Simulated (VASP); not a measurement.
Input of a VASP 6.6.1 run:

Contents of INCAR:

```
PREC = Accurate
ENCUT = 520
EDIFF = 1E-7
ISMEAR = 0
SIGMA = 0.15
LREAL = False
LASPH = True
NELM = 80
ALGO = Fast
ISIF = 2
LWAVE = False
LCHARG = False
GGA = PS
NBANDS = 22
```

File KPOINTS:

```
Automatic mesh
0
Gamma
  21 21 12
```

Contents of POSCAR:

```
Rh
1.0
    2.4751321633      0.0000000000      0.0000000000
   -1.2375660816      2.1435273311      0.0000000000
    0.0000000000      0.0000000000      4.4960775746
Rh
2
Direct
    0.6666666667      0.3333333333      0.7500000000
    0.3333333333      0.6666666667      0.2500000000
```

Potentials or basis: VASP PAW PBE potentials, release 64 (Rh_pv).

The run is started by

```console
$ cat potpaw_PBE.64/Rh_pv/POTCAR > POTCAR
$ mpirun -np 1 vasp_std > vasp.out
```

**Question.** Predict the band gap on the k mesh.

**Answer.** Zero (bands 15 and 16 overlap by 3.46 eV).

**Question.** Predict the pressure.

**Answer.** 57.6 GPa.

Stress tensor (GPa, compression positive):
```
78.25  0.00  0.00
 0.00 78.25  0.00
 0.00  0.00 16.41
```

Caveat: the cell stands under pressure; the PAW data sets were made with another functional, which shifts forces and pressure a little.
